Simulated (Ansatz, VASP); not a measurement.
# Two plane-wave programs on TiB2

Contents of INCAR:

```
PREC = Accurate ; ENCUT = 520
EDIFF = 1E-6 ; ISMEAR = -1
SIGMA = 0.1 ; LREAL = F
LASPH = T ; NELM = 100
ALGO = Normal ; ISIF = 2
LWAVE = F ; LCHARG = F
GGA = PE ; NBANDS = 16
```

File KPOINTS:

```
Automatic mesh
0
Gamma
  3 3 2
```

Contents of POSCAR:

```
TiB2
1.0
    3.0292000000      0.0000000000      0.0000000000
   -1.5146000000      2.6233641531      0.0000000000
    0.0000000000      0.0000000000      3.2284000000
Ti B
1 2
Direct
    0.0000000000      0.0000000000      0.0000000000
    0.3333333333      0.6666666667      0.5000000000
    0.6666666667      0.3333333333      0.5000000000
```

Input for Ansatz:

```yaml
crystal:
  lattice:
    a: 3.0292
    b: 3.0292
    c: 3.2284
    alpha: 90.0
    beta: 90.0
    gamma: 120.0
  atoms:
    - { symbol: Ti, position: [0.0, 0.0, 0.0] }
    - { symbol: B, position: [0.3333333333333333, 0.6666666666666666, 0.5] }
    - { symbol: B, position: [0.6666666666666666, 0.3333333333333333, 0.5] }
kpoints:
  mp_grid:
    grid: [3, 3, 2]
hamiltonian:
  xc: pbe
scf:
  occupations:
    method: fermi_dirac
    width: 0.1
output:
  stress: true
```

Alike in both runs: task single point; functional PBE; k mesh 3 × 3 × 2; occupations fermi-dirac, width 0.1 eV; no spin polarisation.

```csv
,VASP,Ansatz
version,VASP 6.6.1,Ansatz 0.2.0
potentials or method,"VASP PAW PBE potentials, release 64 (Ti_sv, B)","plane waves, PAW"
plane-wave cutoff (eV),520,420
valence electrons in the cell,18,18
```

```tsv
	VASP	Ansatz	Ansatz less VASP
pressure (GPa)	0.1	-0.1	-0.21
traceless stress, the component that is largest in VASP (GPa)	-0.71	-0.73	-0.021
```

The k mesh is coarse, so the values compare programs but aren't converged.
